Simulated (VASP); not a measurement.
# Ag (P-1) in VASP: electric field gradients with LDA

Aim: the electric field gradients of Ag with LDA.

Everything below comes from runs of VASP 6.6.1. Logs are shortened: lines on timing, memory, paths and dates and some standing lists are left out, and cuts for length are marked.

**1. The cell of the first run**

The typed cell holds 4 atoms: a = 2.887 Å, b = 2.924 Å, c = 10.002 Å, α = 90.62°, β = 91.71°, γ = 121.27°.

**2. Electric field gradients, LDA (equal xy, yz and zx shear strains of -3 %)**

The input, INCAR:

```
SYSTEM = Ag
ALGO     = Normal         ! electronic algorithm
EDIFF    = 1E-8           ! SCF threshold, eV
ENCUT    = 520            ! plane-wave cutoff, eV
ISIF     = 2              ! what is computed and relaxed
ISMEAR   = -1             ! smearing method
LASPH    = .TRUE.         ! aspherical terms in the spheres
LCHARG   = .FALSE.        ! write CHGCAR
LEFG     = .TRUE.       
LREAL    = .FALSE.        ! projectors in reciprocal space
LWAVE    = .FALSE.        ! write WAVECAR
NBANDS   = 30             ! bands
NELM     = 100            ! most SCF steps
PREC     = Accurate       ! precision mode
SIGMA    = 0.08           ! smearing width, eV
```

The input, KPOINTS:

```
k-points
0
G
  14 14 4
  0 0 0
```

The input, POSCAR:

```
Ag
1.0
    2.8861989086     -0.0432929836     -0.0432929836
   -1.4805922779      2.5211680671     -0.0158463318
   -0.1500000000     -0.1500000000     10.0000000000
Ag
4
Direct
    0.3333333333      0.6666666667      0.2500000000
    0.6666666667      0.3333333333      0.7500000000
    0.0000000000      0.0000000000      0.0000000000
    0.0000000000      0.0000000000      0.5000000000
```

Potentials or basis: VASP PAW LDA potentials, release 64 (Ag).

Command:

```
$ cat potpaw_LDA.64/Ag/POTCAR > POTCAR
$ mpirun -np 1 vasp_std > vasp.out
```

OUTCAR:

```text
SYSTEM = Ag
   EDIFF = 1E-8
   ENCUT = 520
   ISIF = 2
   ISMEAR = -1
   LASPH = .TRUE.
   LREAL = .FALSE.
   NELM = 100
   PREC = Accurate

 ion  position               nearest neighbor table
   1  0.333  0.667  0.250-   4 2.94   3 2.96   3 3.00   4 3.03   4 3.05   3 3.05
   2  0.667  0.333  0.750-   4 2.94   3 2.96   3 3.00   4 3.03   4 3.05   3 3.05
   3  0.000  0.000  0.000-   1 2.96   2 2.96   2 3.00   1 3.00   2 3.05   1 3.05
   4  0.000  0.000  0.500-   2 2.94   1 2.94   2 3.03   1 3.03   2 3.05   1 3.05

  LATTYP: Found a triclinic cell.
 ALAT       =     2.8494021107
 B/A-ratio  =     1.0131417463
 C/A-ratio  =     3.5102977251
 COS(alpha) =     0.0297616073
 COS(beta)  =     0.0411893907
 COS(gamma) =     0.4804578458

  Lattice vectors:

 A1 = (   1.4056066307,   2.4778750835,  -0.0591393154)
 A2 = (   2.8861989086,  -0.0432929836,  -0.0432929836)
 A3 = (   0.1500000000,   0.1500000000, -10.0000000000)

Analysis of symmetry for initial positions (statically):
=====================================================================
 Subroutine PRICEL returns:
 Original cell was already a primitive cell.

 Routine SETGRP: Setting up the symmetry group for a
 triclinic supercell.

 Subroutine GETGRP returns: Found  2 space group operations
 (whereof  2 operations were pure point group operations)
 out of a pool of  2 trial point group operations.

The static configuration has the point symmetry S_2 .

Analysis of symmetry for dynamics (positions and initial velocities):
=====================================================================
 Subroutine PRICEL returns:
 Original cell was already a primitive cell.

 Routine SETGRP: Setting up the symmetry group for a
 triclinic supercell.

 Subroutine GETGRP returns: Found  2 space group operations
 (whereof  2 operations were pure point group operations)
 out of a pool of  2 trial point group operations.

The dynamic configuration has the point symmetry S_2 .

 Subroutine INISYM returns: Found  2 space group operations
 (whereof  2 operations are pure point group operations),
 and found     1 'primitive' translations

----------------------------------------------------------------------------------------

                                     Primitive cell

  volume of cell :      72.0920

  direct lattice vectors                    reciprocal lattice vectors
     2.886198909 -0.043292984 -0.043292984     0.349682488  0.205408414  0.008326364
    -1.480592278  2.521168067 -0.015846332     0.006095321  0.400259422  0.006095321
    -0.150000000 -0.150000000 10.000000000     0.001523539  0.001523539  0.100045706

  length of vectors
     2.886848230  2.923814806 10.002249747     0.405635042  0.400352234  0.100068905

  position of ions in fractional coordinates (direct lattice)
     0.333333333  0.666666667  0.250000000
     0.666666667  0.333333333  0.750000000
     0.000000000  0.000000000  0.000000000
     0.000000000  1.000000000  0.500000000

  ion indices of the primitive-cell ions
   primitive index   ion index
                 1           1
                 2           2
                 3           3
                 4           4

----------------------------------------------------------------------------------------

 KPOINTS: k-points

Automatic generation of k-mesh.
 Grid dimensions read from file:
 generate k-points for:   14   14    4

 Generating k-lattice:

  Cartesian coordinates                     Fractional coordinates (reciprocal lattice)
     0.024977321  0.014672030  0.000594740     0.071428571  0.000000000  0.000000000
     0.000435380  0.028589959  0.000435380    -0.000000000  0.071428571  0.000000000
     0.000380885  0.000380885  0.025011427     0.000000000  0.000000000  0.250000000

  Length of vectors
     0.028973932  0.028596588  0.025017226

  Shift w.r.t. Gamma in fractional coordinates (k-lattice)
     0.000000000  0.000000000  0.000000000

 Subroutine IBZKPT returns following result:
 ===========================================

 Found    396 irreducible k-points:

 Following reciprocal coordinates:
            Coordinates               Weight
  0.000000  0.000000  0.000000      1.000000
  0.071429 -0.000000 -0.000000      2.000000
  0.142857 -0.000000  0.000000      2.000000
  0.214286 -0.000000  0.000000      2.000000
  0.285714  0.000000 -0.000000      2.000000
  0.357143  0.000000 -0.000000      2.000000
[... 16 lines left out ...]
  0.000000  0.142857 -0.000000      2.000000
  0.071429  0.142857 -0.000000      2.000000
 [... further k-points ...]
   k-points           NKPTS =    396   k-points in BZ     NKDIM =    396   number of bands    NBANDS=     30
   number of dos      NEDOS =    301   number of ions     NIONS =      4
   total plane-waves  NPLWV =  46080
   dimension x,y,z NGX =    24 NGY =   24 NGZ =   80
   dimension x,y,z NGXF=    48 NGYF=   48 NGZF=  160
   ions per type =               4
   NGX,Y,Z   is equivalent  to a cutoff of  13.82, 13.65, 13.30 a.u.
   NGXF,Y,Z  is equivalent  to a cutoff of  27.64, 27.29, 26.59 a.u.
 SYSTEM =  Ag
   PREC   = accura    normal or accurate (medium, high low for compatibility)
   ISTART =      0    job   : 0-new  1-cont  2-samecut
   ICHARG =      2    charge: 1-file 2-atom 10-const
   ISPIN  =      1    spin polarized calculation?
   LNONCOLLINEAR =      F non collinear calculations
   LSORBIT =      F    spin-orbit coupling
   LASPH  =      T    aspherical Exc in radial PAW
   ENCUT  =  520.0 eV  38.22 Ry    6.18 a.u.   5.37  5.44 18.60*2*pi/ulx,y,z
   NELM   =    100;   NELMIN=  2; NELMDL= -5     # of ELM steps
   EDIFF  = 0.1E-07   stopping-criterion for ELM
   LREAL  =      F    real-space projection
   EDIFFG = 0.1E-06   stopping-criterion for IOM
   NSW    =      0    number of steps for IOM
   IBRION =     -1    ionic relax: 0-MD 1-quasi-New 2-CG
   NFREE  =      0    steps in history (QN), initial steepest desc. (CG)
   ISIF   =      2    stress and relaxation
   ISYM   =      2    0-nonsym 1-usesym 2-fastsym
   POTIM  = 0.5000    time-step for ionic-motion
   TEBEG  =    0.0;   TEEND  =   0.0 temperature during run
   PSTRESS=    0.0 pullay stress
   NELECT =      44.0000    total number of electrons
   NUPDOWN=      -1.0000    fix difference up-down
   EMIN   =  10.00;   EMAX   =-10.00  energy-range for DOS
   EFERMI =   0.00;   METHOD = LEGACY
   ISMEAR =    -1;   SIGMA  =   0.08  broadening in eV -4-tet -1-fermi 0-gaus
   EFERMI_NEDOS =   21; number of points for ismear=-14 and -15
   IALGO  =     38    algorithm
   IMIX   =      4    mixing-type and parameters
     AMIX     =   0.40;   BMIX     =  1.00
     AMIX_MAG =   1.60;   BMIX_MAG =  1.00
  volume/ion in A,a.u.               =      18.02       121.63
  Fermi-wavevector in a.u.,A,eV,Ry     =   1.388663  2.624192 26.237254  1.928384
  Thomas-Fermi vector in A             =   2.512767
   LORBIT       =      0    0 simple, 1 ext, 2 COOP (PROOUT), +10 PAW based schemes
   GGA     = CA    functional components
   LHFCALC =     F    Hartree Fock is set to
   AEXX    =    0.0000 exact exchange contribution
   IVDW    =     0    specifies the selected vdW correction
   LEPSILON=     F    determine dielectric tensor
   LRPA    =     F    only Hartree local field effects (RPA)
 non-spin polarized calculation
  energy-cutoff  :      520.00
  volume of cell :       72.09
 maximum number of plane-waves:      1972
 NGX is ok and might be reduce to    24
   NGX = 11   NGY = 11   NGZ = 37

 number of electron      43.9999998 magnetization

 Free energy of the ion-electron system (eV)
  ---------------------------------------------------
  ext. energy  EPLUGINS =         0.00000000
  ---------------------------------------------------
  free energy    TOTEN  =       -14.75846641 eV

  energy without entropy =      -14.73184665  energy(sigma->0) =      -14.74515653

 E-fermi :   7.3727     XC(G=0): -12.2562

 val. band max:        7.3717224750   @ k =   0.2143   0.2857   0.5000
 cond. band min:       7.3759566858   @ k =   0.5000   0.0714  -0.0000
 fundamental gap:      0.0042342108
 Fermi energy:         7.3726888991

 k-point     1 :       0.0000    0.0000    0.0000
  band No.  band energies     occupation
      1      -0.0404      2.00000
      2       1.1385      2.00000
      3       1.1416      2.00000
      4       1.2574      2.00000
      5       2.5537      2.00000
      6       2.6933      2.00000
[... 781 lines left out ...]
     29      20.7476      0.00000
     30      21.2794      0.00000

 [... further k-points ...]
[... 5 lines left out ...]
  --------------------------------------------------------------------------------------
  -------------------------------------------------------------------------------------
  Total       -4.3721656     -4.3612251     -6.0486584      0.2941130      0.1687189      0.1669728
  in kB      -97.1673191    -96.9241753   -134.4258126      6.5363880      3.7496215      3.7108159
  external PRESSURE =    -109.5057690 kB  Pullay stress =       0.0000000 kB

 VOLUME and BASIS-vectors are now :
 -----------------------------------------------------------------------------
  energy-cutoff  :      520.00
  volume of cell :       72.09
      direct lattice vectors                 reciprocal lattice vectors
     2.886198909 -0.043292984 -0.043292984     0.349682488  0.205408414  0.008326364
    -1.480592278  2.521168067 -0.015846332     0.006095321  0.400259422  0.006095321
    -0.150000000 -0.150000000 10.000000000     0.001523539  0.001523539  0.100045706

 POSITION                                       TOTAL-FORCE (eV/Angst)
 -----------------------------------------------------------------------------------
     -0.06250      1.62885      2.47500        -0.014012     -0.000468     -0.006331
      1.31810      0.69903      7.46586         0.014012      0.000468      0.006331
      0.00000      0.00000      0.00000         0.000000      0.000000      0.000000
     -0.07500     -0.07500      5.00000         0.000000     -0.000000      0.000000
 -----------------------------------------------------------------------------------
    total drift:                               -0.000000      0.000000     -0.000000

  FREE ENERGIE OF THE ION-ELECTRON SYSTEM (eV)
  ---------------------------------------------------
  free  energy   TOTEN  =       -14.7584664074 eV

  energy  without entropy=      -14.7318466541  energy(sigma->0) =      -14.74515653

 Electric field gradients (V/A^2)
---------------------------------------------------------------------
 ion       V_xx      V_yy      V_zz      V_xy      V_xz      V_yz
---------------------------------------------------------------------
   1      -6.061    -5.464    11.525    -0.389    -1.615    -1.683
   2      -6.061    -5.464    11.525    -0.389    -1.615    -1.683
   3      -4.311    -6.029    10.340     0.434    -1.115    -1.674
   4      -6.727    -3.819    10.546    -1.933    -2.221    -1.795
---------------------------------------------------------------------

 Electric field gradients after diagonalization (V/A^2)
 (convention: |V_zz| > |V_xx| > |V_yy|)
----------------------------------------------------------------------
 ion       V_xx      V_yy      V_zz     asymmetry (V_yy - V_xx)/ V_zz
----------------------------------------------------------------------
   1      -6.527    -5.301    11.828       0.104
   2      -6.527    -5.301    11.828       0.104
   3      -6.253    -4.345    10.598       0.180
   4      -8.110    -2.880    10.989       0.476
----------------------------------------------------------------------

           NMR quadrupolar parameters

 Cq : quadrupolar parameter    Cq=e*Q*V_zz/h
 eta: asymmetry parameters     (V_yy - V_xx)/ V_zz
 Q  : nuclear electric quadrupole moment in mb (millibarn)
----------------------------------------------------------------------
 ion       Cq(MHz)       eta       Q (mb)
----------------------------------------------------------------------
   1       0.029       0.104       1.000
   2       0.029       0.104       1.000
   3       0.026       0.180       1.000
   4       0.027       0.476       1.000
----------------------------------------------------------------------
```

Wall time 26 min (1 thread of Oxide Virtual Turin-like, shared host); peak memory 0.62 GiB.

What came out:

```
Free energy                             : -14.7585 eV
Pressure                                : -11.0 GPa
Largest force                           : 0.015 eV/Å
Band gap on the k mesh                  : zero (bands 22 and 23 overlap by 6.17 eV)
Largest electric field gradient by atom : Ag +11.8, +10.6, +11.0 (each value once) V/Å²
```

Forces in eV/Å, atoms in the order of the input:
```
Ag  -0.014  0.000 -0.006
Ag   0.014  0.000  0.006
Ag   0.000  0.000  0.000
Ag   0.000  0.000  0.000
```

Stress tensor (GPa, compression positive):
```
 -9.72   0.65   0.37
  0.65  -9.69   0.37
  0.37   0.37 -13.44
```

Electric field gradients, principal values (V/Å²):
| atom | least | middle | greatest (by size) |
| --- | --- | --- | --- |
| 1 Ag | -5.301 | -6.527 | 11.828 |
| 2 Ag | -5.301 | -6.527 | 11.828 |
| 3 Ag | -4.345 | -6.253 | 10.598 |
| 4 Ag | -2.880 | -8.110 | 10.989 |

Caveat: the cell differs from its parent crystal (equal xy, yz and zx shear strains of -3 %); the cell stands under tension; without QUAD_EFG the Cq values of the log hold for a quadrupole moment of 1 mb, not for the nuclei.
